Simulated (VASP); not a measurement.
# H (I4/mmm) in VASP: notebook

H is run at these levels: r2SCAN, r2SCAN+D4; tasks: single point.

All numbers are computed with VASP 6.6.1; they aren't measurements. Logs are shortened: lines on timing, memory, paths and dates and some standing lists are left out, and cuts for length are marked.

**1. The cell of the first run**

Symmetry: I4/mmm, No. 139, tetragonal system. The conventional cell has a = 3.655 Å, b = 3.655 Å, c = 4.681 Å, α = 90.00°, β = 90.00°, γ = 90.00°. H (site symmetry 4mm) has 1 H at 0.74 Å within 1.0 Å.

**2. Single point, r2SCAN**

POSCAR reads:

```
H
1.0
   -1.8273431164      1.8273431164      2.3404364281
    1.8273431164     -1.8273431164      2.3404364281
    1.8273431164      1.8273431164     -2.3404364281
H
2
Direct
    0.9207567407      0.9207567407      0.0000000000
    0.0792432593      0.0792432593      0.0000000000
```

INCAR.step1 reads:

```
  PREC = Accurate
  ENCUT = 520
  ISMEAR = 0
  SIGMA = 0.01
  LREAL = False
  LASPH = True
  NELM = 80
  NBANDS = 8
  GGA = PE
  ALGO = Normal
  EDIFF = 1E-4
  LWAVE = True
  LCHARG = False
```

INCAR.step2 reads:

```
  PREC = Accurate
  ENCUT = 520
  EDIFF = 1E-6
  ISMEAR = 0
  SIGMA = 0.01
  LREAL = False
  LASPH = True
  NELM = 80
  ALGO = Normal
  ISIF = 2
  LWAVE = False
  LCHARG = False
  METAGGA = R2SCAN
  LMIXTAU = True
  NBANDS = 8
  ISTART = 1
```

KPOINTS reads:

```
regular mesh
0
Gamma
  10 10 10
```

Potentials or basis: VASP PAW PBE potentials, release 64 (H).

Launch:

```
$ cat potpaw_PBE.64/H/POTCAR > POTCAR
$ cp INCAR.step1 INCAR
$ mpirun -np 1 vasp_std > vasp.out
$ cp INCAR.step2 INCAR
$ mpirun -np 1 vasp_std > vasp.out
```

OUTCAR:

```text
PREC = Accurate
   ENCUT = 520
   EDIFF = 1E-6
   ISMEAR = 0
   LREAL = False
   LASPH = True
   NELM = 80
   ISIF = 2
   METAGGA = R2SCAN
   ISTART = 1

 ion  position               nearest neighbor table
   1  0.921  0.921  0.000-   2 0.74
   2  0.079  0.079  0.000-   1 0.74

  LATTYP: Found a body centered tetragonal cell.
 ALAT       =     3.6546862328
 C/A-ratio  =     1.2807865185

  Lattice vectors:

 A1 = (  -1.8273431164,   1.8273431164,   2.3404364281)
 A2 = (   1.8273431164,  -1.8273431164,   2.3404364281)
 A3 = (   1.8273431164,   1.8273431164,  -2.3404364281)

Analysis of symmetry for initial positions (statically):
=====================================================================
 Subroutine PRICEL returns:
 Original cell was already a primitive cell.

 Routine SETGRP: Setting up the symmetry group for a
 body centered tetragonal supercell.

 Subroutine GETGRP returns: Found 16 space group operations
 (whereof 16 operations were pure point group operations)
 out of a pool of 16 trial point group operations.

The static configuration has the point symmetry D_4h.

Analysis of symmetry for dynamics (positions and initial velocities):
=====================================================================
 Subroutine PRICEL returns:
 Original cell was already a primitive cell.

 Routine SETGRP: Setting up the symmetry group for a
 body centered tetragonal supercell.

 Subroutine GETGRP returns: Found 16 space group operations
 (whereof 16 operations were pure point group operations)
 out of a pool of 16 trial point group operations.

The dynamic configuration has the point symmetry D_4h.

 Subroutine INISYM returns: Found 16 space group operations
 (whereof 16 operations are pure point group operations),
 and found     1 'primitive' translations

----------------------------------------------------------------------------------------

                                     Primitive cell

  volume of cell :      31.2606

  direct lattice vectors                    reciprocal lattice vectors
    -1.827343116  1.827343116  2.340436428     0.000000000  0.273621301  0.213635369
     1.827343116 -1.827343116  2.340436428     0.273621301  0.000000000  0.213635369
     1.827343116  1.827343116 -2.340436428     0.273621301  0.273621301  0.000000000

  length of vectors
     3.486546774  3.486546774  3.486546774     0.347143611  0.347143611  0.386958954

  position of ions in fractional coordinates (direct lattice)
[... 84 lines left out ...]
   NFREE  =      0    steps in history (QN), initial steepest desc. (CG)
   ISIF   =      2    stress and relaxation
   ISYM   =      2    0-nonsym 1-usesym 2-fastsym
   POTIM  = 0.5000    time-step for ionic-motion
   TEBEG  =    0.0;   TEEND  =   0.0 temperature during run
   PSTRESS=    0.0 pullay stress
   NELECT =       2.0000    total number of electrons
   NUPDOWN=      -1.0000    fix difference up-down
   EMIN   =  10.00;   EMAX   =-10.00  energy-range for DOS
   EFERMI =   0.00;   METHOD = LEGACY
   ISMEAR =     0;   SIGMA  =   0.01  broadening in eV -4-tet -1-fermi 0-gaus
   EFERMI_NEDOS =   21; number of points for ismear=-14 and -15
   IALGO  =     38    algorithm
   IMIX   =      4    mixing-type and parameters
     AMIX     =   0.40;   BMIX     =  1.00
     AMIX_MAG =   1.60;   BMIX_MAG =  1.00
  volume/ion in A,a.u.               =      15.63       105.48
  Fermi-wavevector in a.u.,A,eV,Ry     =   0.654766  1.237327  5.833061  0.428718
  Thomas-Fermi vector in A             =   1.725428
   LORBIT       =      0    0 simple, 1 ext, 2 COOP (PROOUT), +10 PAW based schemes
   METAGGA = R2SCAN    functional components
   LHFCALC =     F    Hartree Fock is set to
   AEXX    =    0.0000 exact exchange contribution
   IVDW    =     0    specifies the selected vdW correction
   LEPSILON=     F    determine dielectric tensor
   LRPA    =     F    only Hartree local field effects (RPA)
 non-spin polarized calculation
 Gauss-broadening in eV      SIGMA  =   0.01
  energy-cutoff  :      520.00
  volume of cell :       31.26
 maximum number of plane-waves:       861
 NGX is ok and might be reduce to    28
   NGX = 13   NGY = 13   NGZ = 13

 number of electron       2.0000000 magnetization

 Free energy of the ion-electron system (eV)
  ---------------------------------------------------
  ext. energy  EPLUGINS =         0.00000000
  ---------------------------------------------------
  free energy    TOTEN  =        -6.90591274 eV

  energy without entropy =       -6.90591274  energy(sigma->0) =       -6.90591274

 E-fermi :  -9.2908     XC(G=0):  -4.4504

 val. band max:       -9.3716631892   @ k =   0.5000   0.5000   0.5000
 cond. band min:       0.9310821253   @ k =   0.5000   0.0000   0.0000
 fundamental gap:     10.3027453145
 Fermi energy:        -9.2908149602

 k-point     1 :       0.0000    0.0000    0.0000
  band No.  band energies     occupation
      1     -10.7342      2.00000
      2       4.0355      0.00000
      3       7.3784      0.00000
      4      12.8513      0.00000
      5      12.8513      0.00000
      6      15.6720      0.00000
      7      15.6720      0.00000
      8      16.6161      0.00000
[... 243 lines left out ...]
 k-point    24 :       0.4000    0.3000    0.0000
  band No.  band energies     occupation
      1      -9.6437      2.00000
      2       2.2131      0.00000
      3       4.0380      0.00000
      4       7.9446      0.00000
      5       9.3947      0.00000
      6      15.6862      0.00000
      7      16.7093      0.00000
      8      18.7115      0.00000

 [... further k-points ...]

------------------------ aborting loop because EDIFF is reached ----------------------------------------

  FORCE on cell =-STRESS in cart. coord.  units (eV):
  Direction    XX          YY          ZZ          XY          YZ          ZX
  --------------------------------------------------------------------------------------
  -------------------------------------------------------------------------------------
  Total       -0.0259057     -0.0259057     -0.0285550      0.0000000      0.0000000      0.0000000
  in kB       -1.3277253     -1.3277253     -1.4635103      0.0000000      0.0000000      0.0000000
  external PRESSURE =      -1.3729870 kB  Pullay stress =       0.0000000 kB

 VOLUME and BASIS-vectors are now :
 -----------------------------------------------------------------------------
  energy-cutoff  :      520.00
  volume of cell :       31.26
      direct lattice vectors                 reciprocal lattice vectors
    -1.827343116  1.827343116  2.340436428     0.000000000  0.273621301  0.213635369
     1.827343116 -1.827343116  2.340436428     0.273621301  0.000000000  0.213635369
     1.827343116  1.827343116 -2.340436428     0.273621301  0.273621301  0.000000000

 POSITION                                       TOTAL-FORCE (eV/Angst)
 -----------------------------------------------------------------------------------
      0.00000      0.00000      4.30995        -0.000000     -0.000000     -0.004886
      0.00000      0.00000      0.37093         0.000000      0.000000      0.004886
 -----------------------------------------------------------------------------------
    total drift:                               -0.000000     -0.000000      0.000000

  FREE ENERGIE OF THE ION-ELECTRON SYSTEM (eV)
  ---------------------------------------------------
  free  energy   TOTEN  =        -6.9059127415 eV

  energy  without entropy=       -6.9059127415  energy(sigma->0) =       -6.90591274
```

OUTCAR.step1:

```text
PREC = Accurate
   ENCUT = 520
   ISMEAR = 0
   LREAL = False
   LASPH = True
[... 487 lines left out ...]
      0.00000      0.00000      4.30995         0.000000      0.000000     -0.302429
      0.00000      0.00000      0.37093        -0.000000     -0.000000      0.302429
 -----------------------------------------------------------------------------------
    total drift:                               -0.000000     -0.000000      0.000000

  FREE ENERGIE OF THE ION-ELECTRON SYSTEM (eV)
  ---------------------------------------------------
  free  energy   TOTEN  =        -6.7885468643 eV

  energy  without entropy=       -6.7885468643  energy(sigma->0) =       -6.78854686
```

Run time: 2.8 min. Hardware: 1 thread of Intel Xeon 8259CL, shared host; peak memory 0.16 GiB.

What came out:

* Free energy: -6.9059 eV
* Pressure: -0.1 GPa
* Largest force: 0.005 eV/Å
* Band gap on the k mesh: 10.30 eV (least direct gap 10.75 eV)

Forces in eV/Å, atoms in the order of the input:
```
H    0.000  0.000 -0.005
H    0.000  0.000  0.005
```

Levels at points of the mesh, in eV from the valence-band top:
```csv
k point,band 1,band 2,band 3,band 4,band 5,band 6
"(0.00, 0.00, 0.00)",-1.36,13.41,16.75,22.22,22.22,25.04
"(0.50, 0.00, 0.00)",-0.45,10.30,17.00,18.14,20.06,23.27
"(0.50, 0.50, 0.00)",-0.28,12.00,14.27,16.39,18.37,19.78
"(0.50, 0.50, 0.50)",0.00,10.90,16.03,16.75,16.75,19.01
```

Caveat: the PAW data sets were made with another functional, which shifts forces and pressure a little.

**3. Single point, r2SCAN+D4**

POSCAR is that of step 2.

INCAR.step1 reads:

```
SYSTEM = H
ALGO = Normal
EDIFF = 1E-4
ENCUT = 520
GGA = PE
ISMEAR = 0
LASPH = .TRUE.
LCHARG = .FALSE.
LREAL = .FALSE.
LWAVE = .TRUE.
NBANDS = 8
NELM = 80
PREC = Accurate
SIGMA = 0.01
```

INCAR.step2 reads:

```
SYSTEM = H
ALGO = Normal
EDIFF = 1E-6
ENCUT = 520
ISIF = 2
ISMEAR = 0
ISTART = 1
IVDW = 13
LASPH = .TRUE.
LCHARG = .FALSE.
LMIXTAU = .TRUE.
LREAL = .FALSE.
LWAVE = .FALSE.
METAGGA = R2SCAN
NBANDS = 8
NELM = 80
PREC = Accurate
SIGMA = 0.01
VDW_A1 = 0.51559235
VDW_A2 = 5.77342911
VDW_S6 = 1.0
VDW_S8 = 0.6018749
```

KPOINTS reads:

```
k-points
0
G
  10 10 10
  0 0 0
```

Potentials or basis: VASP PAW PBE potentials, release 64 (H).

Launch:

```
$ cat potpaw_PBE.64/H/POTCAR > POTCAR
$ cp INCAR.step1 INCAR
$ mpirun -np 1 vasp_std > vasp.out
$ cp INCAR.step2 INCAR
$ mpirun -np 1 vasp_std > vasp.out
```

It took 2.7 min on 1 thread of Intel Xeon 8259CL, shared host; peak memory 0.16 GiB.

Results (log left out):

| Property | Result |
| --- | --- |
| Free energy | -6.9187 eV |
| Pressure | -0.2 GPa |
| Largest force | 0.007 eV/Å |
| Band gap on the k mesh | 10.30 eV (least direct gap 10.75 eV) |
| Dispersion energy per atom | -0.006 eV |

Forces in eV/Å, atoms in the order of the input:
```
H    0.000  0.000 -0.007
H    0.000  0.000  0.007
```

Levels at points of the mesh, in eV from the valence-band top:
```csv
k point,band 1,band 2,band 3,band 4,band 5,band 6
"(0.00, 0.00, 0.00)",-1.36,13.41,16.75,22.22,22.22,25.04
"(0.50, 0.00, 0.00)",-0.45,10.30,17.00,18.14,20.06,23.27
"(0.50, 0.50, 0.00)",-0.28,12.00,14.27,16.39,18.37,19.78
"(0.50, 0.50, 0.50)",0.00,10.90,16.03,16.75,16.75,19.01
```

Caveat: the PAW data sets were made with another functional, which shifts forces and pressure a little.
